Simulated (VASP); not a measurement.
# SrNi3 (Pm-3m) in VASP: settings compared

SrNi3 is run at these levels: PBE, r2SCAN; tasks: single point.

All numbers are computed with VASP 6.6.1; they aren't measurements. Logs are shortened: lines on timing, memory, paths and dates and some standing lists are left out, and cuts for length are marked.

### 1 The cell of the first run

Symmetry: Pm-3m, No. 221, cubic system. Conventional cell: a = 4.021 Å, b = 4.021 Å, c = 4.021 Å, α = 90.00°, β = 90.00°, γ = 90.00°. Within 3.7 Å of Sr (site symmetry m-3m) lie 12 Ni at 2.84 Å. Within 3.7 Å of Ni (site symmetry 4/mmm) lie 4 Sr at 2.84 Å and 8 Ni at 2.84 Å.

### 2 Single point, PBE, collinear spin, ferromagnetic start (volume scaled by 1.020)

INCAR

```
PREC = Accurate ; ENCUT = 520
EDIFF = 1E-6 ; ISMEAR = 0
SIGMA = 0.05 ; LREAL = F
LASPH = T ; NELM = 150
ALGO = Normal ; ISIF = 2
LWAVE = F ; LCHARG = T
ISPIN = 2 ; MAGMOM = 0 0.44 0.44 0.44
LORBIT = 11 ; LMAXMIX = 4
GGA = PE ; LELF = T
LVHAR = T ; NBANDS = 32
```

KPOINTS

```
Automatic mesh
0
Gamma
  8 8 8
```

POSCAR

```
SrNi3
1.0
    4.0211018592      0.0000000000      0.0000000000
    0.0000000000      4.0211018592      0.0000000000
    0.0000000000      0.0000000000      4.0211018592
Sr Ni
1 3
Direct
    0.0000000000      0.0000000000      0.0000000000
    0.0000000000      0.5000000000      0.5000000000
    0.5000000000      0.5000000000      0.0000000000
    0.5000000000      0.0000000000      0.5000000000
```

Potentials or basis: VASP PAW PBE potentials, release 64 (Sr_sv, Ni).

Run with:

```console
> cat potpaw_PBE.64/Sr_sv/POTCAR potpaw_PBE.64/Ni/POTCAR > POTCAR
> mpirun -np 1 vasp_std > vasp.out
```

OUTCAR:

```text
PREC = Accurate
   ENCUT = 520
   EDIFF = 1E-6
   ISMEAR = 0
   LREAL = F
   LASPH = T
   NELM = 150
   ISIF = 2
   ISPIN = 2
   LORBIT = 11
   GGA = PE

 ion  position               nearest neighbor table
   1  0.000  0.000  0.000-   2 2.84   3 2.84   4 2.84   2 2.84   4 2.84   2 2.84   3 2.84   2 2.84
                             3 2.84   4 2.84   4 2.84   3 2.84
   2  0.000  0.500  0.500-   1 2.84   3 2.84   4 2.84   1 2.84   3 2.84   1 2.84   4 2.84   1 2.84
                             3 2.84   4 2.84   3 2.84   4 2.84
   3  0.500  0.500  0.000-   1 2.84   2 2.84   4 2.84   2 2.84   4 2.84   1 2.84   4 2.84   4 2.84
                             1 2.84   2 2.84   2 2.84   1 2.84
   4  0.500  0.000  0.500-   1 2.84   2 2.84   3 2.84   1 2.84   3 2.84   2 2.84   3 2.84   3 2.84
                             1 2.84   2 2.84   1 2.84   2 2.84

  LATTYP: Found a simple cubic cell.
 ALAT       =     4.0211018592

  Lattice vectors:

 A1 = (   4.0211018592,   0.0000000000,   0.0000000000)
 A2 = (   0.0000000000,   4.0211018592,   0.0000000000)
 A3 = (   0.0000000000,   0.0000000000,   4.0211018592)

Analysis of symmetry for initial positions (statically):
=====================================================================
 Subroutine PRICEL returns:
 Original cell was already a primitive cell.

 Routine SETGRP: Setting up the symmetry group for a
 simple cubic supercell.

 Subroutine GETGRP returns: Found 48 space group operations
 (whereof 48 operations were pure point group operations)
 out of a pool of 48 trial point group operations.

The static configuration has the point symmetry O_h .

Analysis of symmetry for dynamics (positions and initial velocities):
=====================================================================
 Subroutine PRICEL returns:
 Original cell was already a primitive cell.

 Routine SETGRP: Setting up the symmetry group for a
 simple cubic supercell.

 Subroutine GETGRP returns: Found 48 space group operations
 (whereof 48 operations were pure point group operations)
 out of a pool of 48 trial point group operations.

The dynamic configuration has the point symmetry O_h .

Analysis of structural, dynamic, and magnetic symmetry:
=====================================================================
 Subroutine PRICEL returns:
 Original cell was already a primitive cell.

 Routine SETGRP: Setting up the symmetry group for a
 simple cubic supercell.

 Subroutine GETGRP returns: Found 48 space group operations
 (whereof 48 operations were pure point group operations)
 out of a pool of 48 trial point group operations.

The overall configuration has the point symmetry O_h .

 Subroutine INISYM returns: Found 48 space group operations
 (whereof 48 operations are pure point group operations),
 and found     1 'primitive' translations

----------------------------------------------------------------------------------------

                                     Primitive cell

  volume of cell :      65.0182

  direct lattice vectors                    reciprocal lattice vectors
     4.021101859  0.000000000  0.000000000     0.248688055  0.000000000  0.000000000
     0.000000000  4.021101859  0.000000000     0.000000000  0.248688055  0.000000000
     0.000000000  0.000000000  4.021101859     0.000000000  0.000000000  0.248688055

  length of vectors
     4.021101859  4.021101859  4.021101859     0.248688055  0.248688055  0.248688055

  position of ions in fractional coordinates (direct lattice)
     0.000000000  0.000000000  0.000000000
     0.000000000  0.500000000  0.500000000
     0.500000000  0.500000000  0.000000000
     0.500000000  0.000000000  0.500000000

  ion indices of the primitive-cell ions
   primitive index   ion index
                 1           1
                 2           2
                 3           3
                 4           4

----------------------------------------------------------------------------------------

 KPOINTS: Automatic mesh

Automatic generation of k-mesh.
 Grid dimensions read from file:
 generate k-points for:    8    8    8

 Generating k-lattice:

  Cartesian coordinates                     Fractional coordinates (reciprocal lattice)
     0.031086007  0.000000000  0.000000000     0.125000000  0.000000000  0.000000000
     0.000000000  0.031086007  0.000000000     0.000000000  0.125000000  0.000000000
     0.000000000  0.000000000  0.031086007     0.000000000  0.000000000  0.125000000

  Length of vectors
     0.031086007  0.031086007  0.031086007

  Shift w.r.t. Gamma in fractional coordinates (k-lattice)
     0.000000000  0.000000000  0.000000000

 Subroutine IBZKPT returns following result:
 ===========================================

 Found     35 irreducible k-points:

 Following reciprocal coordinates:
            Coordinates               Weight
  0.000000  0.000000  0.000000      1.000000
  0.125000  0.000000  0.000000      6.000000
  0.250000  0.000000  0.000000      6.000000
  0.375000  0.000000  0.000000      6.000000
  0.500000  0.000000  0.000000      3.000000
  0.125000  0.125000  0.000000     12.000000
[... 16 lines left out ...]
  0.375000  0.375000  0.125000     24.000000
  0.500000  0.375000  0.125000     24.000000
 [... further k-points ...]
   k-points           NKPTS =     35   k-points in BZ     NKDIM =     35   number of bands    NBANDS=     32
   number of dos      NEDOS =    301   number of ions     NIONS =      4
   total plane-waves  NPLWV =  27000
   dimension x,y,z NGX =    30 NGY =   30 NGZ =   30
   dimension x,y,z NGXF=    60 NGYF=   60 NGZF=   60
   ions per type =               1   3
   NGX,Y,Z   is equivalent  to a cutoff of  12.40, 12.40, 12.40 a.u.
   NGXF,Y,Z  is equivalent  to a cutoff of  24.81, 24.81, 24.81 a.u.
 SYSTEM =  unknown system
   PREC   = accura    normal or accurate (medium, high low for compatibility)
   ISTART =      0    job   : 0-new  1-cont  2-samecut
   ICHARG =      2    charge: 1-file 2-atom 10-const
   ISPIN  =      2    spin polarized calculation?
   LNONCOLLINEAR =      F non collinear calculations
   LSORBIT =      F    spin-orbit coupling
   LASPH  =      T    aspherical Exc in radial PAW
   ENCUT  =  520.0 eV  38.22 Ry    6.18 a.u.   7.48  7.48  7.48*2*pi/ulx,y,z
   NELM   =    150;   NELMIN=  2; NELMDL= -5     # of ELM steps
   EDIFF  = 0.1E-05   stopping-criterion for ELM
   LREAL  =      F    real-space projection
   EDIFFG = 0.1E-04   stopping-criterion for IOM
   NSW    =      0    number of steps for IOM
   IBRION =     -1    ionic relax: 0-MD 1-quasi-New 2-CG
   NFREE  =      0    steps in history (QN), initial steepest desc. (CG)
   ISIF   =      2    stress and relaxation
   ISYM   =      2    0-nonsym 1-usesym 2-fastsym
   POTIM  = 0.5000    time-step for ionic-motion
   TEBEG  =    0.0;   TEEND  =   0.0 temperature during run
   PSTRESS=    0.0 pullay stress
   NELECT =      40.0000    total number of electrons
   NUPDOWN=      -1.0000    fix difference up-down
   EMIN   =  10.00;   EMAX   =-10.00  energy-range for DOS
   EFERMI =   0.00;   METHOD = LEGACY
   ISMEAR =     0;   SIGMA  =   0.05  broadening in eV -4-tet -1-fermi 0-gaus
   EFERMI_NEDOS =   21; number of points for ismear=-14 and -15
   IALGO  =     38    algorithm
   IMIX   =      4    mixing-type and parameters
     AMIX     =   0.40;   BMIX     =  1.00
     AMIX_MAG =   1.60;   BMIX_MAG =  1.00
  volume/ion in A,a.u.               =      16.25       109.69
  Fermi-wavevector in a.u.,A,eV,Ry     =   1.392354  2.631168 26.376941  1.938650
  Thomas-Fermi vector in A             =   2.516105
   LORBIT       =     11    0 simple, 1 ext, 2 COOP (PROOUT), +10 PAW based schemes
   GGA     = PE    functional components
   LHFCALC =     F    Hartree Fock is set to
   AEXX    =    0.0000 exact exchange contribution
   IVDW    =     0    specifies the selected vdW correction
   LEPSILON=     F    determine dielectric tensor
   LRPA    =     F    only Hartree local field effects (RPA)
 spin polarized calculation
 Gauss-broadening in eV      SIGMA  =   0.05
  energy-cutoff  :      520.00
  volume of cell :       65.02
 maximum number of plane-waves:      1775
 NGX is ok and might be reduce to    30
   NGX = 15   NGY = 15   NGZ = 15

 number of electron      39.9999935 magnetization       1.0767136

 Free energy of the ion-electron system (eV)
  ---------------------------------------------------
  ext. energy  EPLUGINS =         0.00000000
  ---------------------------------------------------
  free energy    TOTEN  =       -16.27735506 eV

  energy without entropy =      -16.27168086  energy(sigma->0) =      -16.27451796

 E-fermi :   5.4878     XC(G=0): -11.3455

 val. band max:        5.4796120221   @ k =   0.5000   0.2500   0.0000
 cond. band min:       5.4900492165   @ k =   0.5000   0.3750   0.1250
 fundamental gap:      0.0104371944
 Fermi energy:         5.4878265802

 spin component 1

 k-point     1 :       0.0000    0.0000    0.0000
  band No.  band energies     occupation
      1     -28.1336      1.00000
      2     -10.2969      1.00000
      3     -10.2969      1.00000
      4     -10.2969      1.00000
      5      -0.5096      1.00000
      6       2.5905      1.00000
[... 24 lines left out ...]
     31      15.5005      0.00000
     32      15.5005      0.00000

 k-point     2 :       0.1250    0.0000    0.0000
  band No.  band energies     occupation
      1     -28.1311      1.00000
      2     -10.3525      1.00000
      3     -10.2961      1.00000
      4     -10.2961      1.00000
      5      -0.3117      1.00000
      6       2.6799      1.00000
[... 24 lines left out ...]
     31      16.1817      0.00000
     32      16.1817      0.00000
[... 733 lines left out ...]
     31      16.0280      0.00000
     32      17.4359      0.00000

 k-point    24 :       0.5000    0.3750    0.1250
  band No.  band energies     occupation
      1     -28.1020      1.00000
      2     -10.5846      1.00000
      3     -10.5341      1.00000
      4     -10.3206      1.00000
      5       2.4019      1.00000
      6       3.0248      1.00000
[... 24 lines left out ...]
     31      16.1680      0.00000
     32      18.3590      0.00000

 [... further k-points ...]

 spin component 2

 k-point     1 :       0.0000    0.0000    0.0000
  band No.  band energies     occupation
      1     -28.1516      1.00000
      2     -10.3201      1.00000
      3     -10.3201      1.00000
      4     -10.3201      1.00000
      5      -0.5339      1.00000
      6       2.7727      1.00000
[... 24 lines left out ...]
     31      15.4845      0.00000
     32      15.4845      0.00000

 k-point     2 :       0.1250    0.0000    0.0000
  band No.  band energies     occupation
      1     -28.1491      1.00000
      2     -10.3760      1.00000
      3     -10.3193      1.00000
      4     -10.3193      1.00000
      5      -0.3355      1.00000
      6       2.8636      1.00000
[... 24 lines left out ...]
     31      16.1705      0.00000
     32      16.1705      0.00000
[... 733 lines left out ...]
     31      16.0597      0.00000
     32      17.4508      0.00000

 k-point    24 :       0.5000    0.3750    0.1250
  band No.  band energies     occupation
      1     -28.1198      1.00000
      2     -10.6092      1.00000
      3     -10.5584      1.00000
      4     -10.3434      1.00000
      5       2.4361      1.00000
      6       3.2304      1.00000
[... 24 lines left out ...]
     31      16.1772      0.00000
     32      18.3939      0.00000

 [... further k-points ...]
[... 5 lines left out ...]
  --------------------------------------------------------------------------------------
  -------------------------------------------------------------------------------------
  Total       -0.3958972     -0.3958972     -0.3958972     -0.0000000      0.0000000     -0.0000000
  in kB       -9.7556848     -9.7556848     -9.7556848     -0.0000000      0.0000000     -0.0000000
  external PRESSURE =      -9.7556848 kB  Pullay stress =       0.0000000 kB

 VOLUME and BASIS-vectors are now :
 -----------------------------------------------------------------------------
  energy-cutoff  :      520.00
  volume of cell :       65.02
      direct lattice vectors                 reciprocal lattice vectors
     4.021101859  0.000000000  0.000000000     0.248688055  0.000000000  0.000000000
     0.000000000  4.021101859  0.000000000     0.000000000  0.248688055  0.000000000
     0.000000000  0.000000000  4.021101859     0.000000000  0.000000000  0.248688055

 POSITION                                       TOTAL-FORCE (eV/Angst)
 -----------------------------------------------------------------------------------
      0.00000      0.00000      0.00000         0.000000      0.000000      0.000000
      0.00000      2.01055      2.01055         0.000000      0.000000      0.000000
      2.01055      2.01055      0.00000         0.000000      0.000000      0.000000
      2.01055      0.00000      2.01055         0.000000      0.000000      0.000000
 -----------------------------------------------------------------------------------
    total drift:                                0.000000      0.000000     -0.000000

  FREE ENERGIE OF THE ION-ELECTRON SYSTEM (eV)
  ---------------------------------------------------
  free  energy   TOTEN  =       -16.2773550577 eV

  energy  without entropy=      -16.2716808596  energy(sigma->0) =      -16.27451796

 total charge

# of ion       s       p       d       tot
------------------------------------------
    1        2.067   5.762   0.436   8.265
    2        0.445   0.240   8.383   9.068
    3        0.445   0.240   8.383   9.068
    4        0.445   0.240   8.383   9.068
--------------------------------------------------
tot          3.403   6.481  25.586  35.470

 magnetization (x)

# of ion       s       p       d       tot
------------------------------------------
    1        0.001  -0.008  -0.021  -0.028
    2       -0.006  -0.006   0.407   0.394
    3       -0.006  -0.006   0.407   0.394
    4       -0.006  -0.006   0.407   0.394
--------------------------------------------------
tot         -0.017  -0.027   1.199   1.155
```

Wall time 2.1 min (1 thread of Oxide Virtual Turin-like, shared host); peak memory 0.22 GiB.

What came out:

```yaml
Free_energy: -16.2774 eV
Pressure: -1.0 GPa
Net_moment: 1.08 μB per cell
Site_moments: Sr -0.03; Ni +0.39 μB
Valence_electrons_inside_the_program's_atomic_spheres: Sr 8.27; Ni 9.07
```

Levels at points of the mesh, in eV from the Fermi level:
Spin up:
| k point | band 17 | band 18 | band 19 | band 20 | band 21 | band 22 | band 23 | band 24 |
| --- | --- | --- | --- | --- | --- | --- | --- | --- |
| (0.00, 0.00, 0.00) | -0.35 | -0.32 | -0.32 | -0.32 | 3.12 | 3.12 | 3.40 | 3.40 |
| (0.50, 0.00, 0.00) | -0.83 | -0.83 | -0.83 | -0.49 | -0.32 | 2.72 | 2.72 | 3.04 |
| (0.50, 0.50, 0.00) | -0.89 | -0.89 | -0.85 | -0.76 | -0.17 | 1.14 | 1.14 | 3.93 |
| (0.50, 0.50, 0.50) | -0.39 | -0.39 | -0.39 | 0.01 | 1.66 | 1.66 | 1.66 | 2.47 |
Spin down:
```tsv
k point	band 15	band 16	band 17	band 18	band 19	band 20	band 21	band 22	band 23	band 24
(0.00, 0.00, 0.00)	-0.26	-0.26	0.05	0.29	0.29	0.29	3.29	3.29	3.37	3.37
(0.50, 0.00, 0.00)	-0.68	-0.60	-0.53	-0.47	-0.47	-0.19	0.29	2.78	2.78	3.15
(0.50, 0.50, 0.00)	-0.94	-0.68	-0.63	-0.63	-0.49	-0.27	-0.16	1.45	1.45	3.99
(0.50, 0.50, 0.50)	-0.63	-0.63	-0.02	0.13	0.13	0.13	2.00	2.00	2.00	2.42
```

[end of part 1 of 4]
